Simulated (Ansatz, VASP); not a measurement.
One calculation of SnTe, two programs

```xyz
2
Lattice="-0.0367 3.5840 3.5840 3.5840 -0.0367 3.5840 3.5472 3.5472 0.0000" Properties=species:S:1:pos:R:3 pbc="T T T"
Sn    0.0000    0.0000   -0.0153
Te    1.7736    1.7736    1.8073
```

Change from the starting cell: shear_xy strain -2.0%.

Alike in both runs: task single point; functional HSE06; k mesh 4 × 4 × 4; occupations fermi-dirac, width 0.02 eV; no spin polarisation.

|  | VASP | Ansatz |
| --- | --- | --- |
| version | VASP 6.6.1 | Ansatz 0.2.0 |
| potentials or method | VASP PAW PBE potentials, release 64 (Sn_d, Te) | plane waves, PAW |
| plane-wave cutoff (eV) | 520 | 420 |
| valence electrons in the cell | 20 | 30 |

```tsv
	VASP	Ansatz	Ansatz less VASP
pressure (GPa)	-0.2	0.0	+0.13
traceless stress, the component that is largest in VASP (GPa)	-0.23	-0.24	-0.008
rms of the force components (eV/Å)	0.009	0.009	+0.0002
```

Atom by atom the forces differ by 0.000 eV/Å (rms over components). The functional is the same, so the differences come from potentials, cutoffs and numerics. VASP's potentials hold 20 valence electrons a cell and Ansatz's 30, so a difference there can come from the potentials and not from the codes. Ansatz's warnings: stress exchange threshold loose, stress scf threshold loose.

Neither program's run includes spin-orbit coupling.
